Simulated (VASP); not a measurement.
# SnO2 in VASP: further runs, part 3 of 3

VASP 6.6.1.

## Step 6: Single point, PBEsol (uniaxial strain along c: -2.0 %)

INCAR reads:

```
PREC = Accurate
ENCUT = 520
EDIFF = 1E-6
ISMEAR = 0
SIGMA = 0.02
LREAL = F
LASPH = T
NELM = 60
ALGO = Normal
ISIF = 2
LWAVE = F
LCHARG = T
GGA = PS
LELF = T
LVHAR = T
NBANDS = 35
```

KPOINTS reads:

```
Automatic mesh
0
Gamma
  6 6 8
```

POSCAR reads:

```
SnO2
1.0
    4.7925009447      0.0000000000      0.0000000000
    0.0000000000      4.7939161349      0.0000000000
    0.0000000000      0.0000000000      3.1477395647
Sn O
2 4
Direct
    0.5000000000      0.5000000000      0.5000000000
    0.0000000000      0.0000000000      0.0000000000
    0.3062100026      0.3063470806      0.0000000000
    0.8062100026      0.1936529194      0.5000000000
    0.1937899974      0.8063470806      0.5000000000
    0.6937899974      0.6936529194      0.0000000000
```

Potentials or basis: VASP PAW PBE potentials, release 64 (Sn_d, O).

Run with:

```bash
$ cat potpaw_PBE.64/Sn_d/POTCAR potpaw_PBE.64/O/POTCAR > POTCAR
$ mpirun -np 1 vasp_std > vasp.out
```

OUTCAR:

```text
PREC = Accurate
   ENCUT = 520
   EDIFF = 1E-6
   ISMEAR = 0
   LREAL = F
   LASPH = T
   NELM = 60
   ISIF = 2
   GGA = PS

 ion  position               nearest neighbor table
   1  0.500  0.500  0.500-   3 2.05   6 2.05   3 2.05   6 2.05   5 2.08   4 2.08   2 3.74   2 3.74
                             2 3.74   2 3.74   2 3.74   2 3.74   2 3.74   2 3.74
   2  0.000  0.000  0.000-   4 2.05   5 2.05   4 2.05   5 2.05   3 2.08   6 2.08   1 3.74   1 3.74
                             1 3.74   1 3.74   1 3.74   1 3.74   1 3.74   1 3.74
   3  0.306  0.306  0.000-   1 2.05   1 2.05   2 2.08
   4  0.806  0.194  0.500-   2 2.05   2 2.05   1 2.08
   5  0.194  0.806  0.500-   2 2.05   2 2.05   1 2.08
   6  0.694  0.694  0.000-   1 2.05   1 2.05   2 2.08

  LATTYP: Found a simple orthorhombic cell.
 ALAT       =     3.1477395647
 B/A-ratio  =     1.5225214304
 C/A-ratio  =     1.5229710198

  Lattice vectors:

 A1 = (   0.0000000000,   0.0000000000,   3.1477395647)
 A2 = (   4.7925009447,   0.0000000000,   0.0000000000)
 A3 = (   0.0000000000,   4.7939161349,   0.0000000000)

Analysis of symmetry for initial positions (statically):
=====================================================================
 Subroutine PRICEL returns:
 Original cell was already a primitive cell.

 Routine SETGRP: Setting up the symmetry group for a
 simple orthorhombic supercell.

 Subroutine GETGRP returns: Found  8 space group operations
 (whereof  4 operations were pure point group operations)
 out of a pool of  8 trial point group operations.

The static configuration has the point symmetry C_2h.
 The point group associated with its full space group is D_2h.

Analysis of symmetry for dynamics (positions and initial velocities):
=====================================================================
 Subroutine PRICEL returns:
 Original cell was already a primitive cell.

 Routine SETGRP: Setting up the symmetry group for a
 simple orthorhombic supercell.

 Subroutine GETGRP returns: Found  8 space group operations
 (whereof  4 operations were pure point group operations)
 out of a pool of  8 trial point group operations.

The dynamic configuration has the point symmetry C_2h.
 The point group associated with its full space group is D_2h.

[... 128 lines left out ...]
  Fermi-wavevector in a.u.,A,eV,Ry     =   1.466647  2.771560 29.266841  2.151052
  Thomas-Fermi vector in A             =   2.582359
   LORBIT       =      0    0 simple, 1 ext, 2 COOP (PROOUT), +10 PAW based schemes
   GGA     = PS    functional components
   LHFCALC =     F    Hartree Fock is set to
   AEXX    =    0.0000 exact exchange contribution
   IVDW    =     0    specifies the selected vdW correction
   LEPSILON=     F    determine dielectric tensor
   LRPA    =     F    only Hartree local field effects (RPA)
 non-spin polarized calculation
 Gauss-broadening in eV      SIGMA  =   0.02
  energy-cutoff  :      520.00
  volume of cell :       72.32
 maximum number of plane-waves:      1976
 NGX is ok and might be reduce to    36
   NGX = 17   NGY = 17   NGZ = 11

 number of electron      52.0000001 magnetization

 Free energy of the ion-electron system (eV)
  ---------------------------------------------------
  ext. energy  EPLUGINS =         0.00000000
  ---------------------------------------------------
  free energy    TOTEN  =       -39.63210458 eV

  energy without entropy =      -39.63210458  energy(sigma->0) =      -39.63210458

 E-fermi :   5.9683     XC(G=0): -11.4670

 val. band max:        5.8837882352   @ k =   0.0000   0.0000   0.0000
 cond. band min:       7.0011331986   @ k =   0.0000   0.0000   0.0000
 fundamental gap:      1.1173449634
 Fermi energy:         5.9683060520

 k-point     1 :       0.0000    0.0000    0.0000
  band No.  band energies     occupation
      1     -15.1567      2.00000
      2     -14.4322      2.00000
      3     -14.1011      2.00000
      4     -14.0745      2.00000
      5     -14.0745      2.00000
      6     -13.9683      2.00000
[... 901 lines left out ...]
     34      17.9408      0.00000
     35      18.2538      0.00000

 [... further k-points ...]
[... 5 lines left out ...]
  --------------------------------------------------------------------------------------
  -------------------------------------------------------------------------------------
  Total        0.7452752      0.7368042      3.7871290      0.0000000      0.0000000      0.0000000
  in kB       16.5110933     16.3234223     83.9014074      0.0000000      0.0000000      0.0000000
  external PRESSURE =      38.9119743 kB  Pullay stress =       0.0000000 kB

 VOLUME and BASIS-vectors are now :
 -----------------------------------------------------------------------------
  energy-cutoff  :      520.00
  volume of cell :       72.32
      direct lattice vectors                 reciprocal lattice vectors
     4.792500945  0.000000000  0.000000000     0.208659322  0.000000000  0.000000000
     0.000000000  4.793916135  0.000000000     0.000000000  0.208597725  0.000000000
     0.000000000  0.000000000  3.147739565     0.000000000  0.000000000  0.317688290

 POSITION                                       TOTAL-FORCE (eV/Angst)
 -----------------------------------------------------------------------------------
      2.39625      2.39696      1.57387         0.000000      0.000000      0.000000
      0.00000      0.00000      0.00000         0.000000      0.000000      0.000000
      1.46751      1.46860      0.00000        -0.104555     -0.104535      0.000000
      3.86376      0.92836      1.57387        -0.104555      0.104535      0.000000
      0.92874      3.86556      1.57387         0.104555     -0.104535      0.000000
      3.32499      3.32531      0.00000         0.104555      0.104535      0.000000
 -----------------------------------------------------------------------------------
    total drift:                                0.000000      0.000000      0.000000

  FREE ENERGIE OF THE ION-ELECTRON SYSTEM (eV)
  ---------------------------------------------------
  free  energy   TOTEN  =       -39.6321045753 eV

  energy  without entropy=      -39.6321045753  energy(sigma->0) =      -39.63210458
```

OSZICAR:

```text
N       E                     dE             d eps       ncg     rms          rms(c)
DAV:   1     0.635460986825E+03    0.63546E+03   -0.25613E+04  6173   0.231E+03
DAV:   2     0.570001760456E+02   -0.57846E+03   -0.54462E+03  6032   0.612E+02
DAV:   3    -0.398665471083E+02   -0.96867E+02   -0.94996E+02  6084   0.209E+02
DAV:   4    -0.449737506274E+02   -0.51072E+01   -0.50695E+01  7063   0.513E+01
DAV:   5    -0.451062222333E+02   -0.13247E+00   -0.13227E+00  7064   0.877E+00    0.150E+01
DAV:   6    -0.396266101624E+02    0.54796E+01   -0.14979E+01  8800   0.614E+01    0.618E+00
DAV:   7    -0.396860266571E+02   -0.59416E-01   -0.17635E+00  6488   0.735E+00    0.316E+00
DAV:   8    -0.396413085745E+02    0.44718E-01   -0.16728E-01  8376   0.380E+00    0.699E-01
DAV:   9    -0.396316287342E+02    0.96798E-02   -0.29617E-02  9185   0.294E+00    0.123E-01
DAV:  10    -0.396320527418E+02   -0.42401E-03   -0.33119E-03  7511   0.465E-01    0.484E-02
DAV:  11    -0.396321053474E+02   -0.52606E-04   -0.13390E-04  7825   0.835E-02    0.174E-02
DAV:  12    -0.396321064500E+02   -0.11026E-05   -0.95129E-06  8150   0.234E-02    0.103E-02
DAV:  13    -0.396321045417E+02    0.19083E-05   -0.66270E-06  6763   0.404E-02    0.231E-03
DAV:  14    -0.396321045753E+02   -0.33633E-07   -0.47504E-07  3585   0.625E-03
   1 F= -.39632105E+02 E0= -.39632105E+02  d E =-.687646E-12
```

stdout:

```text
POSCAR found type information on POSCAR SnO
 POSCAR found :  2 types and       6 ions
 scaLAPACK will be used
 -----------------------------------------------------------------------------
|                                                                             |
|                                                                             |
|     You enforced a specific xc type in the INCAR file but a different       |
|     I HOPE YOU KNOW WHAT YOU ARE DOING!                                     |
|                                                                             |
 -----------------------------------------------------------------------------

 LDA part: xc-table for (Slater+PW92), standard interpolation
 POSCAR, INCAR and KPOINTS ok, starting setup
 FFT: planning ... GRIDC
 FFT: planning ... GRID_SOFT
 FFT: planning ... GRID
 WAVECAR not read
 entering main loop
```

It took 3.5 min on 1 thread of Intel Xeon 8259CL, shared host; peak memory 0.28 GiB.

What came out:

| Quantity | Value |
| --- | --- |
| Free energy | -39.6321 eV |
| Pressure | 3.9 GPa |
| Largest force | 0.148 eV/Å |
| Band gap on the k mesh | 1.12 eV |

Forces in eV/Å, atoms in the order of the input:
```
Sn   0.000  0.000  0.000
Sn   0.000  0.000  0.000
O   -0.105 -0.105  0.000
O   -0.105  0.105  0.000
O    0.105 -0.105  0.000
O    0.105  0.105  0.000
```

Levels at points of the mesh, in eV from the valence-band top:
```csv
k point,band 22,band 23,band 24,band 25,band 26,band 27,band 28,band 29,band 30,band 31
"(0.00, 0.00, 0.00)",-1.20,-1.20,-0.82,-0.82,0.00,1.12,6.18,6.26,6.27,10.11
"(0.50, 0.00, 0.00)",-2.01,-1.17,-1.17,-0.67,-0.67,4.26,4.26,7.04,7.04,10.59
"(0.00, 0.50, 0.00)",-2.01,-1.17,-1.17,-0.67,-0.67,4.27,4.27,7.05,7.05,10.59
"(0.50, 0.50, 0.00)",-1.98,-1.27,-1.27,-0.95,-0.95,4.73,4.73,7.42,7.42,10.61
"(0.00, 0.00, 0.50)",-2.67,-1.66,-1.66,-1.27,-1.27,6.02,6.02,9.44,9.44,10.61
"(0.50, 0.00, 0.50)",-1.75,-1.12,-1.12,-0.77,-0.77,6.27,6.27,7.68,7.68,11.03
"(0.00, 0.50, 0.50)",-1.75,-1.13,-1.13,-0.77,-0.77,6.27,6.27,7.68,7.68,11.03
"(0.50, 0.50, 0.50)",-2.56,-1.00,-1.00,-0.87,-0.87,4.63,4.63,8.65,8.65,10.90
```

Caveat: the cell differs from its parent crystal (uniaxial strain along c: -2.0 %); the cell stands under pressure; the PAW data sets were made with another functional, which shifts forces and pressure a little; spin-orbit coupling is left out, which moves the levels of the heavy elements.

## Step 7: The runs side by side

| cell | gap on the mesh (eV) | pressure (GPa) | largest force (eV/Å) |
| --- | --- | --- | --- |
| a = 4.840, b = 4.842, c = 3.019 Å, 6 atoms | 1.49 | 11.2 | 0.26 |
| a = 4.816, b = 4.818, c = 3.083 Å, 6 atoms | 1.31 | 7.4 | 0.20 |
| a = 4.876, b = 4.877, c = 3.019 Å, 6 atoms | 1.30 | 7.8 | 0.04 |
| a = 4.793, b = 4.794, c = 3.148 Å, 6 atoms | 1.12 | 3.9 | 0.15 |

Alike in all rows: task single point; level PBEsol; potentials or basis VASP PAW PBE potentials, release 64 (Sn_d, O); no spin polarisation; k mesh 6 × 6 × 8; cutoff (eV) 520; smearing gaussian 0.02 eV.

Caveats: the cell stands under pressure; the PAW data sets were made with another functional, which shifts forces and pressure a little; spin-orbit coupling is left out, which moves the levels of the heavy elements.

Total energies depend on the potentials used, so only differences within one code and one set of settings carry meaning.
